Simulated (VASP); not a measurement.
# Ag: single point with PBE

The system is Ag.

```
CELL_PARAMETERS angstrom
0.00000 2.05996 2.05996
2.05996 0.00000 2.05996
2.05996 2.05996 0.00000
ATOMIC_POSITIONS crystal
Ag 0.00000 0.00000 0.00000
```

```
Program             : VASP 6.6.1
Task                : single point
Functional          : PBE
Potentials or basis : VASP PAW PBE potentials, release 64 (Ag)
Cutoff              : 520 eV
k mesh              : 23 × 23 × 23
Occupations         : fermi-dirac, width 0.0612256 eV
Spin                : no spin polarisation
```

```yaml
Pressure: 1.9 GPa
```

Levels at points of the mesh, in eV from the Fermi level:
| k point | band 3 | band 4 | band 5 | band 6 | band 7 | band 8 | band 9 | band 10 |
| --- | --- | --- | --- | --- | --- | --- | --- | --- |
| (0.00, 0.00, 0.00) | -4.75 | -4.75 | -3.76 | -3.76 | 15.94 | 19.37 | 19.37 | 19.37 |

Wall time 24 s on 1 thread of Intel(R) Xeon(R) Platinum 8559C (Emerald Rapids), on a shared host, peak memory 0.2 GiB.
